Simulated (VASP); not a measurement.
# Sn (a cell with a defect) in VASP: a series of runs

Sn (a cell with a defect) is run at these levels: LDA; tasks: single point.

Program: VASP 6.6.1. These are calculated values, not measurements. Logs are shortened: lines on timing, memory, paths and dates and some standing lists are left out, and cuts for length are marked.

### Step 1. The cell of the first run

The cell holds a defect, 15 atoms: a = 9.156 Å, b = 9.156 Å, c = 9.156 Å, α = 60.00°, β = 60.00°, γ = 60.00°.

### Step 2. Single point, LDA

INCAR reads:

```
SYSTEM = Sn
PREC = Accurate ; ENCUT = 400
EDIFF = 1E-6 ; ISMEAR = -1
SIGMA = 0.1 ; LREAL = .FALSE.
LASPH = .TRUE. ; NELM = 120
ALGO = Normal ; ISIF = 2
LWAVE = .FALSE. ; LCHARG = .FALSE.
GGA = CA ; NBANDS = 118
GGA_COMPAT = .FALSE.
```

KPOINTS reads:

```
Automatic mesh
0
G
  2 2 2
  0 0 0
```

POSCAR reads:

```
Sn
1.0
    0.0000000000      6.4742849800      6.4742849800
    6.4742849800      0.0000000000      6.4742849800
    6.4742849800      6.4742849800      0.0000000000
Sn
15
Direct
    0.0060676198      0.0048562119     -0.0126643329
    0.1202412316      0.1190193206      0.1503260982
    0.0449302125      0.0436031162      0.5432136538
    0.0043647291      0.4961062897     -0.0043463487
    0.1225434936      0.6252905939      0.1247994956
    0.0060470770      0.4878536409      0.5043592474
    0.1202497268      0.6507410491      0.6185575724
    0.4973339156      0.0031709293     -0.0043630301
    0.6265020018      0.1213237450      0.1248271435
    0.4889458079      0.0048673329      0.5043970894
    0.6520060536      0.1190095898      0.6185466059
    0.4996610452      0.4984400609     -0.0020328114
    0.6261561721      0.6249666971      0.1244748266
    0.4973477395      0.4960947827      0.5026814560
    0.6264869422      0.6252971583      0.6208504897
```

Potentials or basis: VASP PAW LDA potentials, release 64 (Sn_d).

The run is started by

```
$ cat potpaw_LDA.64/Sn_d/POTCAR > POTCAR
$ mpirun -np 1 vasp_std > vasp.out
```

OUTCAR:

```text
SYSTEM = Sn
   PREC = Accurate
   ENCUT = 400
   EDIFF = 1E-6
   ISMEAR = -1
   LREAL = .FALSE.
   LASPH = .TRUE.
   NELM = 120
   ISIF = 2
   GGA = CA

 ion  position               nearest neighbor table
   1  0.006  0.005  0.987-   5 2.84   9 2.84   2 2.94   3 3.74
   2  0.120  0.119  0.150-   4 2.83   8 2.83   1 2.94   3 3.07
   3  0.045  0.044  0.543-   7 3.07   2 3.07  11 3.07  10 3.74   1 3.74   6 3.75
   4  0.004  0.496  0.996-   5 2.82  13 2.83   2 2.83   7 2.83
   5  0.123  0.625  0.125-   4 2.82  12 2.82   6 2.84   1 2.84
   6  0.006  0.488  0.504-   5 2.84  15 2.84   7 2.94   3 3.75
   7  0.120  0.651  0.619-   4 2.83  14 2.83   6 2.94   3 3.07
   8  0.497  0.003  0.996-   9 2.82  13 2.83  11 2.83   2 2.83
   9  0.627  0.121  0.125-   8 2.82  12 2.82   1 2.84  10 2.84
  10  0.489  0.005  0.504-  15 2.84   9 2.84  11 2.94   3 3.74
  11  0.652  0.119  0.619-  14 2.83   8 2.83  10 2.94   3 3.07
  12  0.500  0.498  0.998-   9 2.82  15 2.82   5 2.82  13 2.84
  13  0.626  0.625  0.124-   8 2.83  14 2.83   4 2.83  12 2.84
  14  0.497  0.496  0.503-  15 2.82  13 2.83  11 2.83   7 2.83
  15  0.626  0.625  0.621-  14 2.82  12 2.82   6 2.84  10 2.84

  LATTYP: Found a face centered cubic cell.
 ALAT       =    12.9485699600

  Lattice vectors:

 A1 = (   0.0000000000,   6.4742849800,   6.4742849800)
 A2 = (   6.4742849800,   0.0000000000,   6.4742849800)
 A3 = (   6.4742849800,   6.4742849800,   0.0000000000)

Analysis of symmetry for initial positions (statically):
=====================================================================
 Subroutine PRICEL returns:
 Original cell was already a primitive cell.

 Routine SETGRP: Setting up the symmetry group for a
 face centered cubic supercell.

 Subroutine GETGRP returns: Found  1 space group operations
 (whereof  1 operations were pure point group operations)
 out of a pool of 48 trial point group operations.

The static configuration has the point symmetry C_1 .

Analysis of symmetry for dynamics (positions and initial velocities):
=====================================================================
 Subroutine PRICEL returns:
 Original cell was already a primitive cell.

 Routine SETGRP: Setting up the symmetry group for a
 face centered cubic supercell.

 Subroutine GETGRP returns: Found  1 space group operations
 (whereof  1 operations were pure point group operations)
 out of a pool of 48 trial point group operations.

The dynamic configuration has the point symmetry C_1 .

 Subroutine INISYM returns: Found  1 space group operations
 (whereof  1 operations are pure point group operations),
 and found     1 'primitive' translations

----------------------------------------------------------------------------------------

                                     Primitive cell

  volume of cell :     542.7570

  direct lattice vectors                    reciprocal lattice vectors
     0.000000000  6.474284980  6.474284980    -0.077228605  0.077228605  0.077228605
     6.474284980  0.000000000  6.474284980     0.077228605 -0.077228605  0.077228605
     6.474284980  6.474284980  0.000000000     0.077228605  0.077228605 -0.077228605

  length of vectors
     9.156021625  9.156021625  9.156021625     0.133763868  0.133763868  0.133763868

  position of ions in fractional coordinates (direct lattice)
     0.006067620  0.004856212  0.987335667
     0.120241232  0.119019321  0.150326098
     0.044930212  0.043603116  0.543213654
     0.004364729  0.496106290  0.995653651
     0.122543494  0.625290594  0.124799496
     0.006047077  0.487853641  0.504359247
     0.120249727  0.650741049  0.618557572
     0.497333916  0.003170929  0.995636970
     0.626502002  0.121323745  0.124827143
     0.488945808  0.004867333  0.504397089
     0.652006054  0.119009590  0.618546606
     0.499661045  0.498440061  0.997967189
     0.626156172  0.624966697  0.124474827
     0.497347740  0.496094783  0.502681456
     0.626486942  0.625297158  0.620850490

  ion indices of the primitive-cell ions
   primitive index   ion index
                 1           1
                 2           2
                 3           3
                 4           4
                 5           5
                 6           6
                 7           7
                 8           8
                 9           9
                10          10
                11          11
                12          12
                13          13
                14          14
                15          15

----------------------------------------------------------------------------------------

 KPOINTS: Automatic mesh

Automatic generation of k-mesh.
 Grid dimensions read from file:
 generate k-points for:    2    2    2

 Generating k-lattice:

  Cartesian coordinates                     Fractional coordinates (reciprocal lattice)
    -0.038614303  0.038614303  0.038614303     0.500000000  0.000000000  0.000000000
     0.038614303 -0.038614303  0.038614303     0.000000000  0.500000000  0.000000000
     0.038614303  0.038614303 -0.038614303     0.000000000  0.000000000  0.500000000

  Length of vectors
     0.066881934  0.066881934  0.066881934

  Shift w.r.t. Gamma in fractional coordinates (k-lattice)
     0.000000000  0.000000000  0.000000000

 Subroutine IBZKPT returns following result:
 ===========================================

 Found      8 irreducible k-points:

 Following reciprocal coordinates:
            Coordinates               Weight
  0.000000  0.000000  0.000000      1.000000
  0.500000  0.000000  0.000000      1.000000
  0.000000  0.500000  0.000000      1.000000
  0.000000  0.000000  0.500000      1.000000
  0.500000  0.500000  0.500000      1.000000
  0.500000  0.500000  0.000000      1.000000
  0.000000  0.500000  0.500000      1.000000
  0.500000  0.000000  0.500000      1.000000
   k-points           NKPTS =      8   k-points in BZ     NKDIM =      8   number of bands    NBANDS=    118
   number of dos      NEDOS =    301   number of ions     NIONS =     15
   total plane-waves  NPLWV = 216000
   dimension x,y,z NGX =    60 NGY =   60 NGZ =   60
   dimension x,y,z NGXF=   120 NGYF=  120 NGZF=  120
   ions per type =              15
   NGX,Y,Z   is equivalent  to a cutoff of  10.89, 10.89, 10.89 a.u.
   NGXF,Y,Z  is equivalent  to a cutoff of  21.79, 21.79, 21.79 a.u.
 SYSTEM =  Sn
   PREC   = accura    normal or accurate (medium, high low for compatibility)
   ISTART =      0    job   : 0-new  1-cont  2-samecut
   ICHARG =      2    charge: 1-file 2-atom 10-const
   ISPIN  =      1    spin polarized calculation?
   LNONCOLLINEAR =      F non collinear calculations
   LSORBIT =      F    spin-orbit coupling
   LASPH  =      T    aspherical Exc in radial PAW
   ENCUT  =  400.0 eV  29.40 Ry    5.42 a.u.  14.93 14.93 14.93*2*pi/ulx,y,z
   NELM   =    120;   NELMIN=  2; NELMDL= -5     # of ELM steps
   EDIFF  = 0.1E-05   stopping-criterion for ELM
   LREAL  =      F    real-space projection
   EDIFFG = 0.1E-04   stopping-criterion for IOM
   NSW    =      0    number of steps for IOM
   IBRION =     -1    ionic relax: 0-MD 1-quasi-New 2-CG
   NFREE  =      0    steps in history (QN), initial steepest desc. (CG)
   ISIF   =      2    stress and relaxation
   ISYM   =      2    0-nonsym 1-usesym 2-fastsym
   POTIM  = 0.5000    time-step for ionic-motion
   TEBEG  =    0.0;   TEEND  =   0.0 temperature during run
   PSTRESS=    0.0 pullay stress
   NELECT =     210.0000    total number of electrons
   NUPDOWN=      -1.0000    fix difference up-down
   EMIN   =  10.00;   EMAX   =-10.00  energy-range for DOS
   EFERMI =   0.00;   METHOD = LEGACY
   ISMEAR =    -1;   SIGMA  =   0.10  broadening in eV -4-tet -1-fermi 0-gaus
   EFERMI_NEDOS =   21; number of points for ismear=-14 and -15
   IALGO  =     38    algorithm
   IMIX   =      4    mixing-type and parameters
     AMIX     =   0.40;   BMIX     =  1.00
     AMIX_MAG =   1.60;   BMIX_MAG =  1.00
  volume/ion in A,a.u.               =      36.18       244.18
  Fermi-wavevector in a.u.,A,eV,Ry     =   1.192924  2.254300 19.362012  1.423068
  Thomas-Fermi vector in A             =   2.328951
   LORBIT       =      0    0 simple, 1 ext, 2 COOP (PROOUT), +10 PAW based schemes
   GGA     = CA    functional components
   LHFCALC =     F    Hartree Fock is set to
   AEXX    =    0.0000 exact exchange contribution
   IVDW    =     0    specifies the selected vdW correction
   LEPSILON=     F    determine dielectric tensor
   LRPA    =     F    only Hartree local field effects (RPA)
 non-spin polarized calculation
  energy-cutoff  :      400.00
  volume of cell :      542.76
 maximum number of plane-waves:      9864
 NGX is ok and might be reduce to    60
   NGX = 29   NGY = 29   NGZ = 29

 number of electron     210.0000003 magnetization

 Free energy of the ion-electron system (eV)
  ---------------------------------------------------
  ext. energy  EPLUGINS =         0.00000000
  ---------------------------------------------------
  free energy    TOTEN  =       -63.95613875 eV

  energy without entropy =      -63.71192393  energy(sigma->0) =      -63.83403134

 E-fermi :   4.6056     XC(G=0):  -8.9856

 val. band max:        4.5703379777   @ k =   0.0000   0.0000   0.0000
 cond. band min:       4.6738075860   @ k =   0.5000   0.0000   0.5000
 fundamental gap:      0.1034696083
 Fermi energy:         4.6056229223

 k-point     1 :       0.0000    0.0000    0.0000
  band No.  band energies     occupation
      1     -16.8700      2.00000
      2     -16.8527      2.00000
      3     -16.8527      2.00000
      4     -16.8397      2.00000
      5     -16.8397      2.00000
      6     -16.8245      2.00000
[... 109 lines left out ...]
    116       6.2853      0.00000
    117       6.3510      0.00000
[... 838 lines left out ...]
    116       7.9538      0.00000
    117       8.3716      0.00000
 [bands above 117 left out]

------------------------ aborting loop because EDIFF is reached ----------------------------------------

  FORCE on cell =-STRESS in cart. coord.  units (eV):
  Direction    XX          YY          ZZ          XY          YZ          ZX
  --------------------------------------------------------------------------------------
  -------------------------------------------------------------------------------------
  Total       -6.9127970     -6.9152039     -6.9138286     -1.4761435     -1.4793193     -1.4738829
  in kB      -20.4060503    -20.4131553    -20.4090955     -4.3574632     -4.3668380     -4.3507902
  external PRESSURE =     -20.4094337 kB  Pullay stress =       0.0000000 kB

 VOLUME and BASIS-vectors are now :
 -----------------------------------------------------------------------------
  energy-cutoff  :      400.00
  volume of cell :      542.76
      direct lattice vectors                 reciprocal lattice vectors
     0.000000000  6.474284980  6.474284980    -0.077228605  0.077228605  0.077228605
     6.474284980  0.000000000  6.474284980     0.077228605 -0.077228605  0.077228605
     6.474284980  6.474284980  0.000000000     0.077228605  0.077228605 -0.077228605

 POSITION                                       TOTAL-FORCE (eV/Angst)
 -----------------------------------------------------------------------------------
      6.42373      6.43158      0.07072         0.091743      0.091667      0.001574
      1.74382      1.75173      1.54904         0.034840      0.035300      0.019038
      3.79922      3.80781      0.57319        -0.265443     -0.265692     -0.265374
      9.65808      6.47440      3.24019        -0.010267     -0.005263     -0.005055
      4.85630      1.60137      4.84169        -0.011845      0.006354      0.006393
      6.42387      3.30452      3.19765         0.091410      0.001471      0.091333
      8.21780      4.78325      4.99161         0.035462      0.019483      0.035850
      6.46657      9.66592      3.24041        -0.005047     -0.010263     -0.005233
      1.59365      4.86432      4.84164         0.006231     -0.012129      0.006184
      3.29712      6.43118      3.19709         0.001611      0.091948      0.091946
      4.77515      8.22592      4.99177         0.018611      0.035117      0.034989
      9.68817      9.69607      6.46199         0.014779      0.014789      0.014750
      4.85210      4.85980      8.10013        -0.003446     -0.003594     -0.003937
      6.46636      6.47447      6.43183        -0.004912     -0.005300     -0.010284
      8.06792      8.07562      8.10441         0.006274      0.006112     -0.012175
 -----------------------------------------------------------------------------------
    total drift:                                0.000080      0.000517      0.001069

  FREE ENERGIE OF THE ION-ELECTRON SYSTEM (eV)
  ---------------------------------------------------
  free  energy   TOTEN  =       -63.9561387513 eV

  energy  without entropy=      -63.7119239257  energy(sigma->0) =      -63.83403134
```

Run time: 6.5 min. Hardware: 1 thread of Oxide Virtual Turin-like, shared host; peak memory 0.44 GiB.

Results:

- Free energy: -63.9561 eV
- Pressure: -2.0 GPa
- Largest force: 0.460 eV/Å

Forces in eV/Å, atoms in the order of the input:
```
Sn   0.092  0.092  0.002
Sn   0.035  0.035  0.019
Sn  -0.265 -0.266 -0.265
Sn  -0.010 -0.005 -0.005
Sn  -0.012  0.006  0.006
Sn   0.091  0.001  0.091
Sn   0.035  0.019  0.036
Sn  -0.005 -0.010 -0.005
Sn   0.006 -0.012  0.006
Sn   0.002  0.092  0.092
Sn   0.019  0.035  0.035
Sn   0.015  0.015  0.015
Sn  -0.003 -0.004 -0.004
Sn  -0.005 -0.005 -0.010
Sn   0.006  0.006 -0.012
```

Stress tensor (GPa, compression positive):
```
-2.04 -0.44 -0.44
-0.44 -2.04 -0.44
-0.44 -0.44 -2.04
```

Caveat: the k points lie up to 0.42 Å⁻¹ apart; spin-orbit coupling is left out, which moves the levels of the heavy elements.

### Step 3. Single point, LDA

INCAR reads:

```
PREC = Accurate ; ENCUT = 400
EDIFF = 1E-6 ; ISMEAR = -1
SIGMA = 0.1 ; LREAL = F
LASPH = T ; NELM = 120
ALGO = Normal ; ISIF = 2
LWAVE = F ; LCHARG = T
GGA = CA ; LELF = T
LVHAR = T ; NBANDS = 118
GGA_COMPAT = F
```

KPOINTS reads:

```
regular mesh
0
Gamma
  2 2 2
```

POSCAR reads:

```
Sn
1.0
    0.0000000000      6.4742849800      6.4742849800
    6.4742849800      0.0000000000      6.4742849800
    6.4742849800      6.4742849800      0.0000000000
Sn
15
Direct
    0.0052052080      0.0039008169     -0.0080971104
    0.1226165519      0.1212945526      0.1406739899
    0.0253911437      0.0240642018      0.5237274094
    0.0024143207      0.4974166275     -0.0029153799
    0.1240116866      0.6246292853      0.1241944095
    0.0051137693      0.4925445837      0.5034446290
    0.1226319976      0.6410470829      0.6209562156
    0.4987452684      0.0011439101     -0.0029332969
    0.6259129792      0.1226697624      0.1242921809
    0.4934022846      0.0039548769      0.5035949159
    0.6423237489      0.1212861347      0.6209403838
    0.5000990858      0.4987531457     -0.0015799428
    0.6257043075      0.6244371405      0.1240540079
    0.4987629537      0.4974075917      0.5007636380
    0.6258550577      0.6246641926      0.6223359047
```

Potentials or basis: VASP PAW LDA potentials, release 64 (Sn_d).

The run is started by

```
$ cat potpaw_LDA.64/Sn_d/POTCAR > POTCAR
$ mpirun -np 1 vasp_std > vasp.out
```

Wall time 16 min (1 thread of Oxide Virtual Turin-like, shared host); peak memory 0.44 GiB.

Results (log left out):

* Free energy: -64.1052 eV
* Pressure: -1.3 GPa
* Largest force: 0.110 eV/Å
* Band gap on the k mesh: 0.33 eV

Forces in eV/Å, atoms in the order of the input:
```
Sn   0.018  0.018 -0.003
Sn  -0.013 -0.012  0.017
Sn  -0.063 -0.064 -0.064
Sn  -0.005 -0.001 -0.001
Sn   0.013  0.009  0.010
Sn   0.018 -0.003  0.018
Sn  -0.013  0.017 -0.012
Sn   0.000 -0.005 -0.001
Sn   0.009  0.013  0.009
Sn  -0.003  0.018  0.019
Sn   0.017 -0.012 -0.012
Sn   0.010  0.010  0.010
Sn   0.003  0.003  0.002
Sn   0.000 -0.001 -0.004
Sn   0.010  0.009  0.013
```

Stress tensor (GPa, compression positive):
```
-1.33 -0.18 -0.18
-0.18 -1.33 -0.18
-0.18 -0.18 -1.33
```

Levels at points of the mesh, in eV from the valence-band top:
```
           k point  band 102  band 103  band 104  band 105  band 106  band 107  band 108  band 109
(0.00, 0.00, 0.00)     -0.20     -0.07     -0.07      0.00      0.34      0.34      0.43      0.92
(0.50, 0.00, 0.00)     -0.85     -0.81     -0.21     -0.17      0.53      0.71      0.78      1.10
(0.00, 0.50, 0.00)     -0.85     -0.80     -0.21     -0.17      0.53      0.71      0.78      1.10
(0.00, 0.00, 0.50)     -0.85     -0.81     -0.21     -0.17      0.53      0.71      0.78      1.10
(0.50, 0.50, 0.50)     -0.95     -0.95     -0.14     -0.14      0.63      0.63      0.82      1.09
(0.50, 0.50, 0.00)     -0.97     -0.96     -0.77     -0.60      0.33      0.36      1.43      1.47
(0.00, 0.50, 0.50)     -0.97     -0.96     -0.77     -0.60      0.33      0.36      1.43      1.47
(0.50, 0.00, 0.50)     -0.97     -0.96     -0.77     -0.60      0.33      0.36      1.43      1.47
```

Caveat: the k points lie up to 0.42 Å⁻¹ apart; spin-orbit coupling is left out, which moves the levels of the heavy elements.
